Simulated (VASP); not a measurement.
# Be3S5 (P1) in VASP: single point with r2SCAN

Aim: the single point of Be3S5 with r2SCAN.

Program: VASP 6.6.1. These are calculated values, not measurements. Logs are shortened: lines on timing, memory, paths and dates and some standing lists are left out, and cuts for length are marked.

## Step 1: The cell of the first run

The typed cell holds 8 atoms: a = 3.537 Å, b = 3.549 Å, c = 10.913 Å, α = 81.67°, β = 80.68°, γ = 88.36°.

## Step 2: Single point, r2SCAN

File POSCAR:

```
Be3S5
1.0
    3.5371655616      0.0042781240     -0.0006976258
    0.0972417275      3.5477274232      0.0056256527
    1.7669314335      1.5158586047     10.6614982714
Be S
3 5
Direct
    0.3494006055      0.3061802026      0.3846404771
    0.7099947236      0.7228435832      0.6142658175
    0.9438789961      0.0646973133      0.9999670062
    0.8173648719      0.5117368142      0.1034640629
    0.8951646241      0.2507417688      0.2832248310
    0.2686102046      0.7534474873      0.4991891984
    0.5081132192      0.9703734303      0.9001438953
    0.7574727547      0.1699794004      0.7151047116
```

File INCAR.step1:

```
ALGO = Normal
EDIFF = 1E-4
ENCUT = 520
GGA = PE
ISMEAR = 0
LASPH = T
LCHARG = F
LREAL = F
LWAVE = T
NBANDS = 28
NELM = 80
PREC = Accurate
SIGMA = 0.02
```

File INCAR.step2:

```
ALGO = Normal
EDIFF = 1E-6
ENCUT = 520
ISIF = 2
ISMEAR = 0
ISTART = 1
LASPH = T
LCHARG = F
LMIXTAU = T
LREAL = F
LWAVE = F
METAGGA = R2SCAN
NBANDS = 28
NELM = 80
PREC = Accurate
SIGMA = 0.02
```

File KPOINTS:

```
k-points
0
Gamma
  8 8 4
```

Potentials or basis: VASP PAW PBE potentials, release 64 (Be, S).

Started as:

```sh
> cat potpaw_PBE.64/Be/POTCAR potpaw_PBE.64/S/POTCAR > POTCAR
> cp INCAR.step1 INCAR
> mpirun -np 1 vasp_std > vasp.out
> cp INCAR.step2 INCAR
> mpirun -np 1 vasp_std > vasp.out
```

OUTCAR:

```text
EDIFF = 1E-6
   ENCUT = 520
   ISIF = 2
   ISMEAR = 0
   ISTART = 1
   LASPH = T
   LREAL = F
   METAGGA = R2SCAN
   NELM = 80
   PREC = Accurate

 ion  position               nearest neighbor table
   1  0.349  0.306  0.385-   5 2.08   5 2.12   6 2.14   6 2.17
   2  0.710  0.723  0.614-   8 2.08   8 2.12   6 2.15   6 2.16
   3  0.944  0.065  1.000-   4 2.08   7 2.09   4 2.14   7 2.16
   4  0.817  0.512  0.103-   3 2.08   5 2.10   3 2.14
   5  0.895  0.251  0.283-   1 2.08   4 2.10   1 2.12
   6  0.269  0.753  0.499-   1 2.14   2 2.15   2 2.16   1 2.17
   7  0.508  0.970  0.900-   3 2.09   8 2.10   3 2.16
   8  0.757  0.170  0.715-   2 2.08   7 2.10   2 2.12

  LATTYP: Found a triclinic cell.
 ALAT       =     3.5371682175
 B/A-ratio  =     1.3961838449
 C/A-ratio  =     4.6439240392
 COS(alpha) =     0.0058027211
 COS(beta)  =     0.5505827711
 COS(gamma) =     0.6956790427

  Lattice vectors:

 A1 = (  -3.5371655616,  -0.0042781240,   0.0006976258)
 A2 = (  -3.4399238341,   3.5434492992,   0.0063232785)
 A3 = (  -9.0357460117,  -8.6198696991, -10.6713543252)

Analysis of symmetry for initial positions (statically):
=====================================================================
 Subroutine PRICEL returns:
 Original cell was already a primitive cell.

 Routine SETGRP: Setting up the symmetry group for a
 triclinic supercell.

 Subroutine GETGRP returns: Found  1 space group operations
 (whereof  1 operations were pure point group operations)
 out of a pool of  2 trial point group operations.

The static configuration has the point symmetry C_1 .

Analysis of symmetry for dynamics (positions and initial velocities):
=====================================================================
 Subroutine PRICEL returns:
 Original cell was already a primitive cell.

 Routine SETGRP: Setting up the symmetry group for a
 triclinic supercell.

 Subroutine GETGRP returns: Found  1 space group operations
 (whereof  1 operations were pure point group operations)
 out of a pool of  2 trial point group operations.

The dynamic configuration has the point symmetry C_1 .

 Subroutine INISYM returns: Found  1 space group operations
 (whereof  1 operations are pure point group operations),
 and found     1 'primitive' translations

----------------------------------------------------------------------------------------

                                     Primitive cell

  volume of cell :     133.7598

  direct lattice vectors                    reciprocal lattice vectors
     3.537165562  0.004278124 -0.000697626     0.282712499 -0.007676466 -0.045762533
     0.097241727  3.547727423  0.005625653    -0.000348899  0.281943621 -0.040029100
     1.766931433  1.515858605 10.661498271     0.000018683 -0.000149273  0.093813575

  length of vectors
     3.537168218  3.549064309 10.912718240     0.286495191  0.284771235  0.093813695

  position of ions in fractional coordinates (direct lattice)
     0.349400606  0.306180203  0.384640477
     0.709994724  0.722843583  0.614265817
     0.943878996  0.064697313  0.999967006
     0.817364872  0.511736814  0.103464063
     0.895164624  0.250741769  0.283224831
     0.268610205  0.753447487  0.499189198
     0.508113219  0.970373430  0.900143895
     0.757472755  0.169979400  0.715104712

  ion indices of the primitive-cell ions
   primitive index   ion index
                 1           1
                 2           2
                 3           3
                 4           4
                 5           5
                 6           6
                 7           7
                 8           8

----------------------------------------------------------------------------------------

 KPOINTS: k-points

Automatic generation of k-mesh.
 Grid dimensions read from file:
 generate k-points for:    8    8    4

 Generating k-lattice:

  Cartesian coordinates                     Fractional coordinates (reciprocal lattice)
     0.035339062 -0.000959558 -0.005720317     0.125000000  0.000000000  0.000000000
    -0.000043612  0.035242953 -0.005003638     0.000000000  0.125000000  0.000000000
     0.000004671 -0.000037318  0.023453394    -0.000000000  0.000000000  0.250000000

  Length of vectors
     0.035811899  0.035596404  0.023453424

  Shift w.r.t. Gamma in fractional coordinates (k-lattice)
     0.000000000  0.000000000  0.000000000

 Subroutine IBZKPT returns following result:
 ===========================================

 Found    132 irreducible k-points:

 Following reciprocal coordinates:
            Coordinates               Weight
  0.000000  0.000000  0.000000      1.000000
  0.125000 -0.000000  0.000000      2.000000
  0.250000 -0.000000  0.000000      2.000000
  0.375000  0.000000  0.000000      2.000000
  0.500000 -0.000000  0.000000      1.000000
  0.000000  0.125000 -0.000000      2.000000
[... 16 lines left out ...]
  0.125000  0.375000  0.000000      2.000000
  0.250000  0.375000  0.000000      2.000000
 [... further k-points ...]
   k-points           NKPTS =    132   k-points in BZ     NKDIM =    132   number of bands    NBANDS=     28
   number of dos      NEDOS =    301   number of ions     NIONS =      8
   total plane-waves  NPLWV =  65856
   dimension x,y,z NGX =    28 NGY =   28 NGZ =   84
   dimension x,y,z NGXF=    56 NGYF=   56 NGZF=  168
   ions per type =               3   5
   NGX,Y,Z   is equivalent  to a cutoff of  13.16, 13.12, 12.80 a.u.
   NGXF,Y,Z  is equivalent  to a cutoff of  26.32, 26.23, 25.59 a.u.
 SYSTEM =  unknown system
   PREC   = accura    normal or accurate (medium, high low for compatibility)
   ISTART =      1    job   : 0-new  1-cont  2-samecut
   ICHARG =      0    charge: 1-file 2-atom 10-const
   ISPIN  =      1    spin polarized calculation?
   LNONCOLLINEAR =      F non collinear calculations
   LSORBIT =      F    spin-orbit coupling
   LASPH  =      T    aspherical Exc in radial PAW
   ENCUT  =  520.0 eV  38.22 Ry    6.18 a.u.   6.58  6.60 20.29*2*pi/ulx,y,z
   NELM   =     80;   NELMIN=  2; NELMDL=  0     # of ELM steps
   EDIFF  = 0.1E-05   stopping-criterion for ELM
   LREAL  =      F    real-space projection
   EDIFFG = 0.1E-04   stopping-criterion for IOM
   NSW    =      0    number of steps for IOM
   IBRION =     -1    ionic relax: 0-MD 1-quasi-New 2-CG
   NFREE  =      0    steps in history (QN), initial steepest desc. (CG)
   ISIF   =      2    stress and relaxation
   ISYM   =      2    0-nonsym 1-usesym 2-fastsym
   POTIM  = 0.5000    time-step for ionic-motion
   TEBEG  =    0.0;   TEEND  =   0.0 temperature during run
   PSTRESS=    0.0 pullay stress
   NELECT =      36.0000    total number of electrons
   NUPDOWN=      -1.0000    fix difference up-down
   EMIN   =  10.00;   EMAX   =-10.00  energy-range for DOS
   EFERMI =   0.00;   METHOD = LEGACY
   ISMEAR =     0;   SIGMA  =   0.02  broadening in eV -4-tet -1-fermi 0-gaus
   EFERMI_NEDOS =   21; number of points for ismear=-14 and -15
   IALGO  =     38    algorithm
   IMIX   =      4    mixing-type and parameters
     AMIX     =   0.40;   BMIX     =  1.00
     AMIX_MAG =   1.60;   BMIX_MAG =  1.00
  volume/ion in A,a.u.               =      16.72       112.83
  Fermi-wavevector in a.u.,A,eV,Ry     =   1.056981  1.997404 15.200547  1.117209
  Thomas-Fermi vector in A             =   2.192237
   LORBIT       =      0    0 simple, 1 ext, 2 COOP (PROOUT), +10 PAW based schemes
   METAGGA = R2SCAN    functional components
   LHFCALC =     F    Hartree Fock is set to
   AEXX    =    0.0000 exact exchange contribution
   IVDW    =     0    specifies the selected vdW correction
   LEPSILON=     F    determine dielectric tensor
   LRPA    =     F    only Hartree local field effects (RPA)
 non-spin polarized calculation
 Gauss-broadening in eV      SIGMA  =   0.02
  energy-cutoff  :      520.00
  volume of cell :      133.76
 maximum number of plane-waves:      3629
 NGX is ok and might be reduce to    28
   NGX = 13   NGY = 13   NGZ = 41

 number of electron      36.0000000 magnetization

 Free energy of the ion-electron system (eV)
  ---------------------------------------------------
  ext. energy  EPLUGINS =         0.00000000
  ---------------------------------------------------
  free energy    TOTEN  =       -58.39816520 eV

  energy without entropy =      -58.39816520  energy(sigma->0) =      -58.39816520

 E-fermi :   3.9249     XC(G=0):  -9.8263

 val. band max:        3.8123974759   @ k =   0.0000   0.0000   0.0000
 cond. band min:       5.2799905278   @ k =   0.5000   0.5000   0.5000
 fundamental gap:      1.4675930520
 Fermi energy:         3.9249138660

 k-point     1 :       0.0000    0.0000    0.0000
  band No.  band energies     occupation
      1     -12.0442      2.00000
      2     -11.5277      2.00000
      3     -10.1849      2.00000
      4      -8.2456      2.00000
      5      -7.5277      2.00000
      6      -2.0976      2.00000
[... 20 lines left out ...]
     27      10.3217      0.00000
     28      10.7957      0.00000

 k-point     2 :       0.1250   -0.0000    0.0000
  band No.  band energies     occupation
      1     -11.9643      2.00000
      2     -11.4779      2.00000
      3     -10.0859      2.00000
      4      -8.2290      2.00000
      5      -7.4891      2.00000
      6      -2.1828      2.00000
[... 20 lines left out ...]
     27      10.5032      0.00000
     28      10.9223      0.00000

 k-point     3 :       0.2500   -0.0000    0.0000
  band No.  band energies     occupation
      1     -11.7532      2.00000
      2     -11.3537      2.00000
      3      -9.8276      2.00000
      4      -8.1779      2.00000
      5      -7.4363      2.00000
      6      -2.4092      2.00000
[... 20 lines left out ...]
     27      11.2317      0.00000
     28      11.3440      0.00000

 k-point     4 :       0.3750    0.0000    0.0000
  band No.  band energies     occupation
      1     -11.5032      2.00000
      2     -11.2301      2.00000
      3      -9.5355      2.00000
      4      -8.0954      2.00000
      5      -7.4767      2.00000
      6      -2.6712      2.00000
[... 20 lines left out ...]
     27      11.1881      0.00000
     28      11.7385      0.00000

 k-point     5 :       0.5000   -0.0000    0.0000
  band No.  band energies     occupation
      1     -11.3773      2.00000
      2     -11.1872      2.00000
      3      -9.4030      2.00000
      4      -8.0318      2.00000
      5      -7.5479      2.00000
      6      -2.7876      2.00000
[... 20 lines left out ...]
     27      11.1136      0.00000
     28      11.4539      0.00000

 k-point     6 :       0.0000    0.1250   -0.0000
  band No.  band energies     occupation
      1     -11.9643      2.00000
      2     -11.4855      2.00000
      3     -10.0757      2.00000
      4      -8.2768      2.00000
      5      -7.4431      2.00000
      6      -2.2990      2.00000
[... 463 lines left out ...]
      5      -7.3454      2.00000
      6      -2.5557      2.00000
[... 20 lines left out ...]
     27      11.1041      0.00000
     28      11.4621      0.00000

 k-point    22 :       0.0000    0.3750   -0.0000
  band No.  band energies     occupation
      1     -11.5106      2.00000
      2     -11.2585      2.00000
      3      -9.5134      2.00000
      4      -8.2318      2.00000
      5      -7.3590      2.00000
      6      -2.7694      2.00000
[... 20 lines left out ...]
     27      11.2666      0.00000
     28      11.6380      0.00000

 k-point    23 :       0.1250    0.3750    0.0000
  band No.  band energies     occupation
      1     -11.4487      2.00000
      2     -11.2079      2.00000
      3      -9.4411      2.00000
      4      -8.1640      2.00000
      5      -7.3276      2.00000
      6      -2.6554      2.00000
[... 20 lines left out ...]
     27      11.3274      0.00000
     28      11.4753      0.00000

 k-point    24 :       0.2500    0.3750    0.0000
  band No.  band energies     occupation
      1     -11.2842      2.00000
      2     -11.0712      2.00000
      3      -9.2548      2.00000
      4      -7.9728      2.00000
      5      -7.2798      2.00000
      6      -2.4644      2.00000
[... 20 lines left out ...]
     27      11.5979      0.00000
     28      12.0738      0.00000

 [... further k-points ...]

------------------------ aborting loop because EDIFF is reached ----------------------------------------

  FORCE on cell =-STRESS in cart. coord.  units (eV):
  Direction    XX          YY          ZZ          XY          YZ          ZX
  --------------------------------------------------------------------------------------
  -------------------------------------------------------------------------------------
  Total       -0.4333473     -0.4191078     -1.2081151      0.0312732      0.1018865      0.0318149
  in kB       -5.1906426     -5.0200811    -14.4708262      0.3745915      1.2203988      0.3810794
  external PRESSURE =      -8.2271833 kB  Pullay stress =       0.0000000 kB

 VOLUME and BASIS-vectors are now :
 -----------------------------------------------------------------------------
  energy-cutoff  :      520.00
  volume of cell :      133.76
      direct lattice vectors                 reciprocal lattice vectors
     3.537165562  0.004278124 -0.000697626     0.282712499 -0.007676466 -0.045762533
     0.097241727  3.547727423  0.005625653    -0.000348899  0.281943621 -0.040029100
     1.766931433  1.515858605 10.661498271     0.000018683 -0.000149273  0.093813575

 POSITION                                       TOTAL-FORCE (eV/Angst)
 -----------------------------------------------------------------------------------
      1.94529      1.67080      4.10232         0.019862     -0.000348     -0.015371
      3.66703      3.49863      6.55257        -0.001708      0.003752      0.007856
      5.11182      1.74938     10.66085        -0.020279      0.015189      0.000112
      3.12373      1.97584      1.10539         0.096170     -0.119822      0.315346
      3.69117      1.32272      3.02039        -0.080441      0.098534     -0.288307
      1.90542      3.43088      5.32616         0.010729     -0.017110      0.002424
      3.48213      4.80929      9.60199         0.075837      0.068420     -0.330892
      3.95938      1.69028      7.62452        -0.100169     -0.048615      0.308832
 -----------------------------------------------------------------------------------
    total drift:                               -0.000232     -0.000191     -0.000001

  FREE ENERGIE OF THE ION-ELECTRON SYSTEM (eV)
  ---------------------------------------------------
  free  energy   TOTEN  =       -58.3981652034 eV

  energy  without entropy=      -58.3981652034  energy(sigma->0) =      -58.39816520
```

It took 13 min on 1 thread of Intel Xeon 6975P-C (Granite Rapids), shared host; peak memory 0.5 GiB.

Results:

```
Free energy            : -58.3982 eV
Pressure               : -0.8 GPa
Largest force          : 0.351 eV/Å
Band gap on the k mesh : 1.47 eV (least direct gap 2.07 eV)
```

Forces on the atoms (eV/Å):
```
Be   0.020  0.000 -0.015
Be  -0.002  0.004  0.008
Be  -0.020  0.015  0.000
S    0.096 -0.120  0.315
S   -0.080  0.099 -0.288
S    0.011 -0.017  0.002
S    0.076  0.068 -0.331
S   -0.100 -0.049  0.309
```

Stress tensor (GPa, compression positive):
```
-0.52  0.04  0.04
 0.04 -0.50  0.12
 0.04  0.12 -1.45
```

Caveat: the PAW data sets were made with another functional, which shifts forces and pressure a little. A k mesh can miss the band edges.
